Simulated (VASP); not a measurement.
Here is a VASP 6.6.1 calculation.

Contents of INCAR:

```
SYSTEM = LiY3
PREC     = Accurate       ! precision mode
ENCUT    = 520            ! plane-wave cutoff, eV
EDIFF    = 1E-6           ! SCF threshold, eV
ISMEAR   = -1             ! smearing method
SIGMA    = 0.01           ! smearing width, eV
LREAL    = .FALSE.        ! projectors in reciprocal space
LASPH    = .TRUE.         ! aspherical terms in the spheres
NELM     = 60             ! most SCF steps
ALGO     = Normal         ! electronic algorithm
ISIF     = 2              ! what is computed and relaxed
LWAVE    = .FALSE.        ! write WAVECAR
LCHARG   = .FALSE.        ! write CHGCAR
GGA      = PS             ! functional
NBANDS   = 26             ! bands
```

The input KPOINTS:

```
Automatic mesh
0
G
  5 5 5
  0 0 0
```

The input POSCAR:

```
LiY3
1.0
    0.0000000000      3.8998520000      3.8998520000
    3.8998520000      0.0000000000      3.8998520000
    3.8998520000      3.8998520000      0.0000000000
Y Li
3 1
Direct
    0.5000000000      0.5000000000      0.5000000000
    0.7500000000      0.7500000000      0.7500000000
    0.2500000000      0.2500000000      0.2500000000
    0.0000000000      0.0000000000      0.0000000000
```

Potentials or basis: VASP PAW PBE potentials, release 64 (Y_sv, Li_sv).

Command:

```bash
$ cat potpaw_PBE.64/Y_sv/POTCAR potpaw_PBE.64/Li_sv/POTCAR > POTCAR
$ mpirun -np 1 vasp_std > vasp.out
```

(1) Estimate the band gap on the k mesh.

## Answers

(1) zero (band 18 reaches 2.68 eV, above the bottom of band 19 at 2.12 eV).
